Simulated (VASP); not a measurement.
# Nb3Sn in VASP: further runs

The runs below take Nb3Sn through relaxation of cell and atoms, relaxation of the atoms, with PBEsol, PBE.

Program: VASP 6.6.1. These are calculated values, not measurements. Logs are shortened: lines on timing, memory, paths and dates and some standing lists are left out, and cuts for length are marked.

### Step 1. The cell of the first run

Symmetry: Pm-3n, No. 223, cubic system. The conventional cell has a = 5.282 Å, b = 5.282 Å, c = 5.282 Å, α = 90.00°, β = 90.00°, γ = 90.00°. Within 3.9 Å of Sn (site symmetry m-3) lie 12 Nb at 2.95 Å. Within 3.5 Å of Nb (site symmetry -4m2) lie 10 Nb at 2.64 to 3.23 Å and 4 Sn at 2.95 Å.

### Step 2. Relaxation of cell and atoms, PBEsol, target pressure 20 GPa, at which the enthalpy is minimised

Contents of INCAR:

```
SYSTEM = Nb3Sn
PREC = Accurate
ENCUT = 600
EDIFF = 1E-7
ISMEAR = -1
SIGMA = 0.05
LREAL = .FALSE.
LASPH = .TRUE.
NELM = 60
ALGO = Fast
ISIF = 3
LWAVE = .FALSE.
LCHARG = .FALSE.
GGA = PS
IBRION = 2
NSW = 60
EDIFFG = -0.01
PSTRESS = 200.0
```

Contents of KPOINTS:

```
Automatic mesh
0
G
  5 5 5
  0 0 0
```

Contents of POSCAR:

```
Nb3Sn
1.0
    5.2821000000      0.0000000000      0.0000000000
    0.0000000000      5.2821000000      0.0000000000
    0.0000000000      0.0000000000      5.2821000000
Sn Nb
2 6
Direct
    0.5000000000      0.5000000000      0.5000000000
    0.0000000000      0.0000000000      0.0000000000
    0.0000000000      0.5000000000      0.2500000000
    0.0000000000      0.5000000000      0.7500000000
    0.5000000000      0.2500000000      0.0000000000
    0.7500000000      0.0000000000      0.5000000000
    0.5000000000      0.7500000000      0.0000000000
    0.2500000000      0.0000000000      0.5000000000
```

Potentials or basis: VASP PAW PBE potentials, release 64 (Sn_d, Nb_sv).

Launch:

```console
$ cat potpaw_PBE.64/Sn_d/POTCAR potpaw_PBE.64/Nb_sv/POTCAR > POTCAR
$ mpirun -np 1 vasp_std > vasp.out
```

OUTCAR:

```text
SYSTEM = Nb3Sn
   PREC = Accurate
   ENCUT = 600
   EDIFF = 1E-7
   ISMEAR = -1
   LREAL = .FALSE.
   LASPH = .TRUE.
   NELM = 60
   ISIF = 3
   GGA = PS
   IBRION = 2
   NSW = 60
   EDIFFG = -0.01
   PSTRESS = 200.0

 ion  position               nearest neighbor table
   1  0.500  0.500  0.500-   3 2.95   4 2.95   5 2.95   6 2.95   7 2.95   8 2.95   5 2.95   7 2.95
                             6 2.95   8 2.95   3 2.95   4 2.95
   2  0.000  0.000  0.000-   3 2.95   4 2.95   5 2.95   6 2.95   7 2.95   8 2.95   6 2.95   8 2.95
                             3 2.95   4 2.95   5 2.95   7 2.95
   3  0.000  0.500  0.250-   4 2.64   4 2.64   1 2.95   2 2.95   2 2.95   1 2.95
   4  0.000  0.500  0.750-   3 2.64   3 2.64   1 2.95   2 2.95   2 2.95   1 2.95
   5  0.500  0.250  0.000-   7 2.64   7 2.64   1 2.95   1 2.95   2 2.95   2 2.95
   6  0.750  0.000  0.500-   8 2.64   8 2.64   1 2.95   2 2.95   1 2.95   2 2.95
   7  0.500  0.750  0.000-   5 2.64   5 2.64   1 2.95   1 2.95   2 2.95   2 2.95
   8  0.250  0.000  0.500-   6 2.64   6 2.64   1 2.95   2 2.95   1 2.95   2 2.95

  LATTYP: Found a simple cubic cell.
 ALAT       =     5.2821000000

  Lattice vectors:

 A1 = (   5.2821000000,   0.0000000000,   0.0000000000)
 A2 = (   0.0000000000,   5.2821000000,   0.0000000000)
 A3 = (   0.0000000000,   0.0000000000,   5.2821000000)

Analysis of symmetry for initial positions (statically):
=====================================================================
 Subroutine PRICEL returns:
 Original cell was already a primitive cell.

 Routine SETGRP: Setting up the symmetry group for a
 simple cubic supercell.

 Subroutine GETGRP returns: Found 48 space group operations
 (whereof 24 operations were pure point group operations)
 out of a pool of 48 trial point group operations.

The static configuration has the point symmetry T_h .
 The point group associated with its full space group is O_h .

Analysis of symmetry for dynamics (positions and initial velocities):
=====================================================================
 Subroutine PRICEL returns:
 Original cell was already a primitive cell.

 Routine SETGRP: Setting up the symmetry group for a
 simple cubic supercell.

 Subroutine GETGRP returns: Found 48 space group operations
 (whereof 24 operations were pure point group operations)
 out of a pool of 48 trial point group operations.

The dynamic configuration has the point symmetry T_h .
 The point group associated with its full space group is O_h .

 Subroutine INISYM returns: Found 48 space group operations
 (whereof 24 operations are pure point group operations),
 and found     1 'primitive' translations

[... 93 lines left out ...]
   EDIFFG = -.1E-01   stopping-criterion for IOM
   NSW    =     60    number of steps for IOM
   IBRION =      2    ionic relax: 0-MD 1-quasi-New 2-CG
   NFREE  =      1    steps in history (QN), initial steepest desc. (CG)
   ISIF   =      3    stress and relaxation
   ISYM   =      2    0-nonsym 1-usesym 2-fastsym
   POTIM  = 0.5000    time-step for ionic-motion
   TEBEG  =    0.0;   TEEND  =   0.0 temperature during run
   PSTRESS=  200.0 pullay stress
   NELECT =     106.0000    total number of electrons
   NUPDOWN=      -1.0000    fix difference up-down
   EMIN   =  10.00;   EMAX   =-10.00  energy-range for DOS
   EFERMI =   0.00;   METHOD = LEGACY
   ISMEAR =    -1;   SIGMA  =   0.05  broadening in eV -4-tet -1-fermi 0-gaus
   EFERMI_NEDOS =   21; number of points for ismear=-14 and -15
   IALGO  =     68    algorithm
   IMIX   =      4    mixing-type and parameters
     AMIX     =   0.40;   BMIX     =  1.00
     AMIX_MAG =   1.60;   BMIX_MAG =  1.00
  volume/ion in A,a.u.               =      18.42       124.32
  Fermi-wavevector in a.u.,A,eV,Ry     =   1.466798  2.771845 29.272866  2.151495
  Thomas-Fermi vector in A             =   2.582492
   LORBIT       =      0    0 simple, 1 ext, 2 COOP (PROOUT), +10 PAW based schemes
   GGA     = PS    functional components
   LHFCALC =     F    Hartree Fock is set to
   AEXX    =    0.0000 exact exchange contribution
   IVDW    =     0    specifies the selected vdW correction
   LEPSILON=     F    determine dielectric tensor
   LRPA    =     F    only Hartree local field effects (RPA)
 conjugate gradient relaxation of ions
 non-spin polarized calculation
 RMM-DIIS sequential band-by-band and
  energy-cutoff  :      600.00
  volume of cell :      147.37
 maximum number of plane-waves:      4951
 NGX is ok and might be reduce to    42
   NGX = 21   NGY = 21   NGZ = 21

--------------------------------------- Ionic step        1  -------------------------------------------

 number of electron     106.0000023 magnetization

 Free energy of the ion-electron system (eV)
  ---------------------------------------------------
  ext. energy  EPLUGINS =         0.00000000
  ---------------------------------------------------
  free energy    TOTEN  =       -75.94810503 eV

  energy without entropy =      -75.83413575  energy(sigma->0) =      -75.89112039

------------------------ aborting loop EDIFF was not reached (unconverged)  ----------------------------

  FORCE on cell =-STRESS in cart. coord.  units (eV):
  Direction    XX          YY          ZZ          XY          YZ          ZX
  --------------------------------------------------------------------------------------
  -------------------------------------------------------------------------------------
  Total       -2.2115859     -2.2115859     -2.2115859      0.0000000     -0.0000000      0.0000000
  in kB      -24.0433256    -24.0433256    -24.0433256      0.0000000     -0.0000000      0.0000000
  external PRESSURE =    -224.0433256 kB  Pullay stress =     200.0000000 kB
[... 115 lines left out ...]
  energy  without entropy=      -75.3284251741  energy(sigma->0) =      -75.37724659

  enthalpy is  TOTEN    =       -58.6474861707 eV   P V=       16.7785818332

[... ionic steps 4 to 14 ...]

--------------------------------------- Ionic step       15  -------------------------------------------

 number of electron     105.9999991 magnetization

------------------------ aborting loop because EDIFF is reached ----------------------------------------
[... 83 lines left out ...]
--------------------------------------- Ionic step       17  -------------------------------------------

 number of electron     105.9999991 magnetization

 Free energy of the ion-electron system (eV)
  ---------------------------------------------------
  ext. energy  EPLUGINS =         0.00000000
  ---------------------------------------------------
  free energy    TOTEN  =       -75.22663494 eV

  energy without entropy =      -75.13098810  energy(sigma->0) =      -75.17881152

 E-fermi :  12.8617     XC(G=0): -13.0620

 val. band max:       12.8355277062   @ k =   0.4000   0.4000   0.2000
 cond. band min:      12.8791869117   @ k =   0.2000   0.0000   0.0000
 fundamental gap:      0.0436592055
 Fermi energy:        12.8617443747

 k-point     1 :       0.0000    0.0000    0.0000
  band No.  band energies     occupation
      1     -41.4325      2.00000
      2     -41.3141      2.00000
      3     -41.3141      2.00000
      4     -40.9910      2.00000
      5     -40.9910      2.00000
      6     -40.9910      2.00000
[... 688 lines left out ...]
  energy  without entropy=      -75.1309880970  energy(sigma->0) =      -75.17881152

  enthalpy is  TOTEN    =       -58.6824276115 eV   P V=       16.5442073310

 reached required accuracy - stopping structural energy minimisation
```

Run time: 42 min. Hardware: 1 thread of AMD EPYC 9R14 (Zen 4), shared host; peak memory 0.3 GiB.

Results:

```yaml
Free_energy: -75.2266 eV
Relaxed_volume: 16.57 Å³/atom
Relaxed_cell: a = 5.098 Å, b = 5.098 Å, c = 5.098 Å, α = 90.00°, β = 90.00°, γ = 90.00°
Space_group_after_relaxing_to_0.1_Å: Pm-3n (No. 223)
Energy_change_on_relaxing_the_run_minimises_the_enthalpy: +90.2 meV/atom
Ionic_steps: 17
Pressure_after_relaxing: 20.0 GPa
Band_gap_on_the_k_mesh: zero (bands 53 and 54 overlap by 0.13 eV)
```

The path:
```csv
step,energy change (eV),largest force (eV/Å),pressure (GPa),volume (Å³)
1,0.0000,0.0000,-2.40,147.37
2,15.8592,0.0000,150.26,98.97
3,0.5220,0.0000,16.75,134.41
4,0.6503,0.0000,18.78,133.13
5,0.7405,0.0000,20.28,132.39
6,0.7041,0.0000,19.69,132.68
7,0.7047,0.0000,19.72,132.67
8,0.7070,0.0000,19.75,132.65
9,0.7071,0.0000,19.75,132.65
10,0.7071,0.0000,19.75,132.65
11,0.7072,0.0000,19.74,132.65
12,0.7075,0.0000,19.75,132.65
13,0.7079,0.0000,19.76,132.64
14,0.7088,0.0000,19.78,132.64
15,0.7106,0.0000,19.81,132.62
16,0.7142,0.0000,19.86,132.59
17,0.7215,0.0000,19.98,132.53
```

Final structure:
```yaml
crystal:
  lattice:
    - [5.09850, 0.00000, 0.00000]
    - [0.00000, 5.09850, 0.00000]
    - [0.00000, 0.00000, 5.09850]
  atoms:
    - { symbol: Sn, position: [0.50000, 0.50000, 0.50000] }
    - { symbol: Sn, position: [0.00000, 0.00000, 0.00000] }
    - { symbol: Nb, position: [0.00000, 0.50000, 0.25000] }
    - { symbol: Nb, position: [0.00000, 0.50000, 0.75000] }
    - { symbol: Nb, position: [0.50000, 0.25000, 0.00000] }
    - { symbol: Nb, position: [0.75000, 0.00000, 0.50000] }
    - { symbol: Nb, position: [0.50000, 0.75000, 0.00000] }
    - { symbol: Nb, position: [0.25000, 0.00000, 0.50000] }
```

Caveat: the cell is relaxed towards a set pressure, so the run minimises the enthalpy, not the energy; the PAW data sets were made with another functional, which shifts forces and pressure a little; spin-orbit coupling is left out, which moves the levels of the heavy elements.

(Continued in part 2 of 2.)
